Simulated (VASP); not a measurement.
# ZnO (P4/mmm) in VASP: a series of runs

The runs below take ZnO through single point, relaxation of cell and atoms, with PBE.

Program: VASP 6.6.1. These are calculated values, not measurements. Logs are shortened: lines on timing, memory, paths and dates and some standing lists are left out, and cuts for length are marked.

**1. The cell of the first run**

The structure is tetragonal, space group P4/mmm (No. 123). The conventional cell has a = 2.788 Å, b = 2.788 Å, c = 3.141 Å, α = 90.00°, β = 90.00°, γ = 90.00°. Zn (site symmetry 4/mmm) has 8 O at 2.52 Å and 6 Zn at 2.79 to 3.14 Å within 3.3 Å. Within 3.3 Å of O (site symmetry 4/mmm) lie 8 Zn at 2.52 Å and 6 O at 2.79 to 3.14 Å.

**2. Single point, PBE**

The input, INCAR:

```
SYSTEM = ZnO
PREC = Accurate
ENCUT = 520
EDIFF = 1E-6
ISMEAR = 0
SIGMA = 0.1
LREAL = .False.
LASPH = .True.
NELM = 100
ALGO = Normal
ISIF = 2
LWAVE = .False.
LCHARG = .False.
GGA = PE
NBANDS = 16
```

The input, KPOINTS:

```
Automatic mesh
0
Gamma
  6 6 6
  0 0 0
```

The input, POSCAR:

```
ZnO
1.0
    2.7881406100      0.0000000000      0.0000000000
    0.0000000000      2.7881406100      0.0000000000
    0.0000000000      0.0000000000      3.1413051900
Zn O
1 1
Direct
    0.0000000000      0.0000000000      0.0000000000
    0.5000000000      0.5000000000      0.5000000000
```

Potentials or basis: VASP PAW PBE potentials, release 64 (Zn, O).

On the command line:

```sh
cat potpaw_PBE.64/Zn/POTCAR potpaw_PBE.64/O/POTCAR > POTCAR
mpirun -np 1 vasp_std > vasp.out
```

OUTCAR:

```text
SYSTEM = ZnO
   PREC = Accurate
   ENCUT = 520
   EDIFF = 1E-6
   ISMEAR = 0
   LREAL = .False.
   LASPH = .True.
   NELM = 100
   ISIF = 2
   GGA = PE

 ion  position               nearest neighbor table
   1  0.000  0.000  0.000-
   2  0.500  0.500  0.500-

  LATTYP: Found a simple tetragonal cell.
 ALAT       =     2.7881406100
 C/A-ratio  =     1.1266667035

  Lattice vectors:

 A1 = (   2.7881406100,   0.0000000000,   0.0000000000)
 A2 = (   0.0000000000,   2.7881406100,   0.0000000000)
 A3 = (   0.0000000000,   0.0000000000,   3.1413051900)

Analysis of symmetry for initial positions (statically):
=====================================================================
 Subroutine PRICEL returns:
 Original cell was already a primitive cell.

 Routine SETGRP: Setting up the symmetry group for a
 simple tetragonal supercell.

 Subroutine GETGRP returns: Found 16 space group operations
 (whereof 16 operations were pure point group operations)
 out of a pool of 16 trial point group operations.

The static configuration has the point symmetry D_4h.

Analysis of symmetry for dynamics (positions and initial velocities):
=====================================================================
 Subroutine PRICEL returns:
 Original cell was already a primitive cell.

 Routine SETGRP: Setting up the symmetry group for a
 simple tetragonal supercell.

 Subroutine GETGRP returns: Found 16 space group operations
 (whereof 16 operations were pure point group operations)
 out of a pool of 16 trial point group operations.

The dynamic configuration has the point symmetry D_4h.

 Subroutine INISYM returns: Found 16 space group operations
 (whereof 16 operations are pure point group operations),
 and found     1 'primitive' translations

----------------------------------------------------------------------------------------

                                     Primitive cell

  volume of cell :      24.4197

  direct lattice vectors                    reciprocal lattice vectors
     2.788140610  0.000000000  0.000000000     0.358661969  0.000000000  0.000000000
     0.000000000  2.788140610  0.000000000     0.000000000  0.358661969  0.000000000
     0.000000000  0.000000000  3.141305190     0.000000000  0.000000000  0.318339015

  length of vectors
     2.788140610  2.788140610  3.141305190     0.358661969  0.358661969  0.318339015

  position of ions in fractional coordinates (direct lattice)
[... 8 lines left out ...]
----------------------------------------------------------------------------------------

 KPOINTS: Automatic mesh

Automatic generation of k-mesh.
 Grid dimensions read from file:
 generate k-points for:    6    6    6

 Generating k-lattice:

  Cartesian coordinates                     Fractional coordinates (reciprocal lattice)
     0.059776995  0.000000000  0.000000000     0.166666667  0.000000000  0.000000000
     0.000000000  0.059776995  0.000000000     0.000000000  0.166666667  0.000000000
     0.000000000  0.000000000  0.053056503     0.000000000  0.000000000  0.166666667

  Length of vectors
     0.059776995  0.059776995  0.053056503

  Shift w.r.t. Gamma in fractional coordinates (k-lattice)
     0.000000000  0.000000000  0.000000000

 Subroutine IBZKPT returns following result:
 ===========================================

 Found     40 irreducible k-points:

 Following reciprocal coordinates:
            Coordinates               Weight
  0.000000  0.000000  0.000000      1.000000
  0.166667  0.000000  0.000000      4.000000
  0.333333  0.000000  0.000000      4.000000
  0.500000  0.000000  0.000000      2.000000
  0.166667  0.166667  0.000000      4.000000
  0.333333  0.166667  0.000000      8.000000
[... 16 lines left out ...]
  0.333333  0.000000  0.333333      8.000000
  0.500000  0.000000  0.333333      4.000000
 [... further k-points ...]
   k-points           NKPTS =     40   k-points in BZ     NKDIM =     40   number of bands    NBANDS=     16
   number of dos      NEDOS =    301   number of ions     NIONS =      2
   total plane-waves  NPLWV =  13824
   dimension x,y,z NGX =    24 NGY =   24 NGZ =   24
   dimension x,y,z NGXF=    48 NGYF=   48 NGZF=   48
   ions per type =               1   1
   NGX,Y,Z   is equivalent  to a cutoff of  14.31, 14.31, 12.70 a.u.
   NGXF,Y,Z  is equivalent  to a cutoff of  28.62, 28.62, 25.40 a.u.
 SYSTEM =  ZnO
   PREC   = accura    normal or accurate (medium, high low for compatibility)
   ISTART =      0    job   : 0-new  1-cont  2-samecut
   ICHARG =      2    charge: 1-file 2-atom 10-const
   ISPIN  =      1    spin polarized calculation?
   LNONCOLLINEAR =      F non collinear calculations
   LSORBIT =      F    spin-orbit coupling
   LASPH  =      T    aspherical Exc in radial PAW
   ENCUT  =  520.0 eV  38.22 Ry    6.18 a.u.   5.18  5.18  5.84*2*pi/ulx,y,z
   NELM   =    100;   NELMIN=  2; NELMDL= -5     # of ELM steps
   EDIFF  = 0.1E-05   stopping-criterion for ELM
   LREAL  =      F    real-space projection
   EDIFFG = 0.1E-04   stopping-criterion for IOM
   NSW    =      0    number of steps for IOM
   IBRION =     -1    ionic relax: 0-MD 1-quasi-New 2-CG
   NFREE  =      0    steps in history (QN), initial steepest desc. (CG)
   ISIF   =      2    stress and relaxation
   ISYM   =      2    0-nonsym 1-usesym 2-fastsym
   POTIM  = 0.5000    time-step for ionic-motion
   TEBEG  =    0.0;   TEEND  =   0.0 temperature during run
   PSTRESS=    0.0 pullay stress
   NELECT =      18.0000    total number of electrons
   NUPDOWN=      -1.0000    fix difference up-down
   EMIN   =  10.00;   EMAX   =-10.00  energy-range for DOS
   EFERMI =   0.00;   METHOD = LEGACY
   ISMEAR =     0;   SIGMA  =   0.10  broadening in eV -4-tet -1-fermi 0-gaus
   EFERMI_NEDOS =   21; number of points for ismear=-14 and -15
   IALGO  =     38    algorithm
   IMIX   =      4    mixing-type and parameters
     AMIX     =   0.40;   BMIX     =  1.00
     AMIX_MAG =   1.60;   BMIX_MAG =  1.00
  volume/ion in A,a.u.               =      12.21        82.40
  Fermi-wavevector in a.u.,A,eV,Ry     =   1.478833  2.794589 29.755227  2.186947
  Thomas-Fermi vector in A             =   2.593065
   LORBIT       =      0    0 simple, 1 ext, 2 COOP (PROOUT), +10 PAW based schemes
   GGA     = PE    functional components
   LHFCALC =     F    Hartree Fock is set to
   AEXX    =    0.0000 exact exchange contribution
   IVDW    =     0    specifies the selected vdW correction
   LEPSILON=     F    determine dielectric tensor
   LRPA    =     F    only Hartree local field effects (RPA)
 non-spin polarized calculation
 Gauss-broadening in eV      SIGMA  =   0.10
  energy-cutoff  :      520.00
  volume of cell :       24.42
 maximum number of plane-waves:       684
 NGX is ok and might be reduce to    24
   NGX = 11   NGY = 11   NGZ = 11

 number of electron      18.0000005 magnetization

 Free energy of the ion-electron system (eV)
  ---------------------------------------------------
  ext. energy  EPLUGINS =         0.00000000
  ---------------------------------------------------
  free energy    TOTEN  =        -6.90972399 eV

  energy without entropy =       -6.90583233  energy(sigma->0) =       -6.90777816

 E-fermi :   1.6408     XC(G=0): -11.2536

 val. band max:        1.5937262465   @ k =   0.5000   0.0000   0.0000
 cond. band min:       1.7340568253   @ k =   0.1667   0.0000   0.0000
 fundamental gap:      0.1403305788
 Fermi energy:         1.6408220000

 k-point     1 :       0.0000    0.0000    0.0000
  band No.  band energies     occupation
      1     -15.7002      2.00000
      2      -5.1219      2.00000
      3      -4.9262      2.00000
      4      -4.2934      2.00000
      5      -4.2934      2.00000
      6      -4.2901      2.00000
[... 8 lines left out ...]
     15      16.6082      0.00000
     16      27.9465      0.00000

 k-point     2 :       0.1667    0.0000    0.0000
  band No.  band energies     occupation
      1     -15.5090      2.00000
      2      -5.0715      2.00000
      3      -4.8423      2.00000
      4      -4.4276      2.00000
      5      -4.3729      2.00000
      6      -4.2861      2.00000
[... 8 lines left out ...]
     15      19.5644      0.00000
     16      25.3002      0.00000

 k-point     3 :       0.3333    0.0000    0.0000
  band No.  band energies     occupation
      1     -15.0861      2.00000
      2      -5.1313      2.00000
      3      -4.7891      2.00000
      4      -4.6627      2.00000
      5      -4.5293      2.00000
      6      -4.2716      2.00000
[... 8 lines left out ...]
     15      21.1727      0.00000
     16      23.7468      0.00000

 k-point     4 :       0.5000    0.0000    0.0000
  band No.  band energies     occupation
      1     -14.8487      2.00000
      2      -5.3537      2.00000
      3      -4.8174      2.00000
      4      -4.7678      2.00000
      5      -4.6036      2.00000
      6      -4.2643      2.00000
[... 8 lines left out ...]
     15      18.4726      0.00000
     16      23.4470      0.00000

 k-point     5 :       0.1667    0.1667    0.0000
  band No.  band energies     occupation
      1     -15.3306      2.00000
      2      -4.9539      2.00000
      3      -4.8025      2.00000
      4      -4.4524      2.00000
      5      -4.4505      2.00000
      6      -4.3537      2.00000
[... 8 lines left out ...]
     15      21.6938      0.00000
     16      23.0703      0.00000

 k-point     6 :       0.3333    0.1667    0.0000
  band No.  band energies     occupation
      1     -14.9393      2.00000
      2      -4.8982      2.00000
      3      -4.7716      2.00000
      4      -4.6221      2.00000
      5      -4.5529      2.00000
      6      -4.3489      2.00000
[... 8 lines left out ...]
     15      20.4795      0.00000
     16      22.5922      0.00000
[... 267 lines left out ...]
 k-point    21 :       0.0000    0.0000    0.3333
  band No.  band energies     occupation
      1     -15.3078      2.00000
      2      -5.3907      2.00000
      3      -5.0927      2.00000
      4      -4.4371      2.00000
      5      -4.4371      2.00000
      6      -4.2842      2.00000
[... 8 lines left out ...]
     15      20.4694      0.00000
     16      21.3305      0.00000

 k-point    22 :       0.1667    0.0000    0.3333
  band No.  band energies     occupation
      1     -15.1569      2.00000
      2      -5.1926      2.00000
      3      -4.9509      2.00000
      4      -4.4934      2.00000
      5      -4.4156      2.00000
      6      -4.3446      2.00000
[... 8 lines left out ...]
     15      20.9741      0.00000
     16      23.4549      0.00000

 k-point    23 :       0.3333    0.0000    0.3333
  band No.  band energies     occupation
      1     -14.8311      2.00000
      2      -5.0516      2.00000
      3      -4.5908      2.00000
      4      -4.4802      2.00000
      5      -4.4734      2.00000
      6      -4.3542      2.00000
[... 8 lines left out ...]
     15      21.5705      0.00000
     16      24.0021      0.00000

 k-point    24 :       0.5000    0.0000    0.3333
  band No.  band energies     occupation
      1     -14.6540      2.00000
      2      -4.9939      2.00000
      3      -4.5834      2.00000
      4      -4.5396      2.00000
      5      -4.3704      2.00000
      6      -4.3302      2.00000
[... 8 lines left out ...]
     15      23.3708      0.00000
     16      23.4203      0.00000

 [... further k-points ...]
[... 5 lines left out ...]
  --------------------------------------------------------------------------------------
  -------------------------------------------------------------------------------------
  Total       -1.6308527     -1.6308527     -5.9808315      0.0000000      0.0000000      0.0000000
  in kB     -107.0005118   -107.0005118   -392.4033198      0.0000000      0.0000000      0.0000000
  external PRESSURE =    -202.1347812 kB  Pullay stress =       0.0000000 kB

 VOLUME and BASIS-vectors are now :
 -----------------------------------------------------------------------------
  energy-cutoff  :      520.00
  volume of cell :       24.42
      direct lattice vectors                 reciprocal lattice vectors
     2.788140610  0.000000000  0.000000000     0.358661969  0.000000000  0.000000000
     0.000000000  2.788140610  0.000000000     0.000000000  0.358661969  0.000000000
     0.000000000  0.000000000  3.141305190     0.000000000  0.000000000  0.318339015

 POSITION                                       TOTAL-FORCE (eV/Angst)
 -----------------------------------------------------------------------------------
      0.00000      0.00000      0.00000         0.000000      0.000000      0.000000
      1.39407      1.39407      1.57065         0.000000      0.000000      0.000000
 -----------------------------------------------------------------------------------
    total drift:                                0.000000      0.000000     -0.000000

  FREE ENERGIE OF THE ION-ELECTRON SYSTEM (eV)
  ---------------------------------------------------
  free  energy   TOTEN  =        -6.9097239864 eV

  energy  without entropy=       -6.9058323304  energy(sigma->0) =       -6.90777816
```

It took 11 s on 1 thread of Intel Xeon 6975P-C, shared host; peak memory 0.14 GiB.

Results:

```
Free energy            : -6.9097 eV
Pressure               : -20.2 GPa
Band gap on the k mesh : zero (band 9 reaches 1.59 eV, above the bottom of band 10 at 0.94 eV)
```

Stress tensor (GPa, compression positive):
```
-10.70   0.00   0.00
  0.00 -10.70   0.00
  0.00   0.00 -39.24
```

Levels at points of the mesh, in eV from the Fermi level:
```csv
k point,band 6,band 7,band 8,band 9,band 10,band 11,band 12,band 13
"(0.00, 0.00, 0.00)",-5.93,-2.38,-2.00,-0.70,-0.70,11.83,12.42,13.82
"(0.50, 0.00, 0.00)",-5.91,-4.64,-0.84,-0.05,3.06,4.37,11.12,15.15
"(0.50, 0.50, 0.00)",-5.74,-3.61,-3.61,-0.82,2.60,7.48,7.48,12.19
"(0.00, 0.00, 0.50)",-5.92,-5.29,-0.18,-0.18,3.88,4.47,13.74,13.74
"(0.50, 0.00, 0.50)",-5.80,-4.02,-3.99,-0.08,0.89,7.12,9.08,14.03
"(0.50, 0.50, 0.50)",-5.74,-1.79,-1.79,-1.52,4.44,4.44,5.82,6.36
```

Caveat: the k points lie up to 0.38 Å⁻¹ apart.

**3. Relaxation of cell and atoms, PBE**

The input, INCAR:

```
SYSTEM = ZnO
ALGO = Normal ; EDIFF = 1E-6
EDIFFG = -0.04 ; ENCUT = 600
GGA = PE ; IBRION = 2
ISIF = 3 ; ISMEAR = 0
LASPH = .TRUE. ; LCHARG = .FALSE.
LREAL = .FALSE. ; LWAVE = .FALSE.
NELM = 80 ; NSW = 90
PREC = Accurate ; SIGMA = 0.1
```

The input, KPOINTS:

```
k-points
0
G
  6 6 6
  0 0 0
```

POSCAR is that of step 2.

Potentials or basis: VASP PAW PBE potentials, release 64 (Zn, O).

On the command line:

```sh
cat potpaw_PBE.64/Zn/POTCAR potpaw_PBE.64/O/POTCAR > POTCAR
mpirun -np 1 vasp_std > vasp.out
```

It took 42 s on 1 thread of Intel Xeon 6975P-C, shared host; peak memory 0.15 GiB.

It converged, with:

```yaml
Free_energy: -7.5002 eV
Relaxed_volume: 9.73 Å³/atom
Relaxed_cell: a = 2.690 Å, b = 2.690 Å, c = 2.690 Å, α = 90.00°, β = 90.00°, γ = 90.00°
Space_group_after_relaxing_to_0.05_Å: Pm-3m (No. 221)
Energy_gained_by_relaxing: 294.7 meV/atom
Ionic_steps: 7
Pressure_after_relaxing: 0.3 GPa
Band_gap_on_the_k_mesh: zero (band 9 reaches 3.10 eV, above the bottom of band 10 at 2.24 eV)
```

Stress tensor (GPa, compression positive):
```
0.23 0.00 0.00
0.00 0.23 0.00
0.00 0.00 0.39
```

The path:
```csv
step,energy change (eV),largest force (eV/Å),pressure (GPa),volume (Å³)
1,0.0000,0.0000,-20.44,24.42
2,-0.5876,0.0000,2.10,19.23
3,-0.5885,0.0000,0.97,19.37
4,-0.5883,0.0000,0.18,19.47
5,-0.5892,0.0000,-0.82,19.59
6,-0.5892,0.0000,-0.68,19.57
7,-0.5894,0.0000,0.28,19.46
```

Final structure:
```
CELL_PARAMETERS angstrom
2.68980 0.00000 0.00000
0.00000 2.68980 0.00000
0.00000 0.00000 2.69006
ATOMIC_POSITIONS crystal
Zn 0.00000 0.00000 0.00000
O 0.50000 0.50000 0.50000
```

Levels at points of the mesh, in eV from the Fermi level:
```tsv
k point	band 7	band 8	band 9	band 10	band 11	band 12
(0.00, 0.00, 0.00)	-1.28	-1.27	-1.27	-0.96	14.03	14.03
(0.50, 0.00, 0.00)	-4.60	-0.10	-0.09	4.95	6.35	15.50
(0.50, 0.50, 0.00)	-4.90	-4.90	-0.24	2.50	9.94	9.94
(0.00, 0.00, 0.50)	-4.60	-0.09	-0.09	4.95	6.35	15.50
(0.50, 0.00, 0.50)	-4.90	-4.90	-0.24	2.50	9.94	9.94
(0.50, 0.50, 0.50)	-1.49	-1.49	-1.49	5.41	5.41	5.41
```

Caveat: the k points lie up to 0.39 Å⁻¹ apart in the final cell; the volume moved by over 15 % at a fixed basis, so the end points are rough.

**4. Single point, PBE, collinear spin, ferromagnetic start**

The input, INCAR:

```
SYSTEM = ZnO
PREC = Accurate
ENCUT = 520
EDIFF = 1E-6
ISMEAR = 0
SIGMA = 0.1
LREAL = .FALSE.
LASPH = .TRUE.
NELM = 150
ALGO = Normal
ISIF = 2
LWAVE = .FALSE.
LCHARG = .FALSE.
ISPIN = 2
MAGMOM = 0 1
LORBIT = 11
GGA = PE
NBANDS = 20
```

The input, KPOINTS:

```
Automatic mesh
0
G
  6 6 6
  0 0 0
```

POSCAR is that of step 3.

On the command line:

```sh
cat potpaw_PBE.64/Zn/POTCAR potpaw_PBE.64/O/POTCAR > POTCAR
mpirun -np 1 vasp_std > vasp.out
```

Run time: 23 s. Hardware: 1 thread of Intel Xeon 6975P-C, shared host; peak memory 0.16 GiB.

It converged, with:

| Item | Value |
| --- | --- |
| Free energy | -6.9097 eV |
| Pressure | -20.2 GPa |
| Band gap on the k mesh | zero (filled and empty bands overlap) |
| Net moment | 0.00 μB per cell |
| Valence electrons inside the program's atomic spheres | Zn 10.43; O 4.83 |

Stress tensor (GPa, compression positive):
```
-10.67   0.00   0.00
  0.00 -10.67   0.00
  0.00   0.00 -39.21
```

Levels at points of the mesh, in eV from the Fermi level:
Spin up:
```
           k point  band 6  band 7  band 8  band 9  band 10  band 11  band 12  band 13
(0.00, 0.00, 0.00)   -5.93   -2.38   -2.00   -0.70    -0.70    11.83    12.42    13.82
(0.50, 0.00, 0.00)   -5.91   -4.64   -0.84   -0.05     3.06     4.37    11.12    15.15
(0.50, 0.50, 0.00)   -5.74   -3.61   -3.61   -0.82     2.60     7.48     7.48    12.19
(0.00, 0.00, 0.50)   -5.92   -5.29   -0.18   -0.18     3.88     4.47    13.74    13.74
(0.50, 0.00, 0.50)   -5.80   -4.02   -3.99   -0.08     0.89     7.12     9.08    14.03
(0.50, 0.50, 0.50)   -5.74   -1.79   -1.79   -1.52     4.44     4.44     5.82     6.36
```
Spin down:
| k point | band 7 | band 8 | band 9 | band 10 | band 11 | band 12 |
| --- | --- | --- | --- | --- | --- | --- |
| (0.00, 0.00, 0.00) | -2.38 | -2.00 | -0.69 | -0.69 | 11.83 | 12.42 |
| (0.50, 0.00, 0.00) | -4.64 | -0.84 | -0.05 | 3.06 | 4.37 | 11.12 |
| (0.50, 0.50, 0.00) | -3.61 | -3.61 | -0.82 | 2.60 | 7.48 | 7.48 |
| (0.00, 0.00, 0.50) | -5.29 | -0.17 | -0.17 | 3.88 | 4.47 | 13.74 |
| (0.50, 0.00, 0.50) | -4.02 | -3.99 | -0.08 | 0.89 | 7.12 | 9.08 |
| (0.50, 0.50, 0.50) | -1.79 | -1.79 | -1.52 | 4.44 | 4.44 | 5.82 |

Caveat: the k points lie up to 0.38 Å⁻¹ apart.

**5. Summary**

| task | spin | cell | cutoff (eV) | gap on the mesh (eV) | pressure (GPa) |
| --- | --- | --- | --- | --- | --- |
| single point | off | as given | 520 | none | -20.2 |
| relaxation of cell and atoms | off | relaxed | 600 | none | 0.3 |
| single point | collinear, ferromagnetic start | as given | 520 | none | -20.2 |

Alike in all rows: level PBE; potentials or basis VASP PAW PBE potentials, release 64 (Zn, O); k mesh 6 × 6 × 6; smearing gaussian 0.1 eV.

Caveats: all runs use coarse meshes; the volume moved by over 15 % at a fixed basis, so the end points are rough (some runs).

Absolute energies hang on the potentials; compare differences alone.
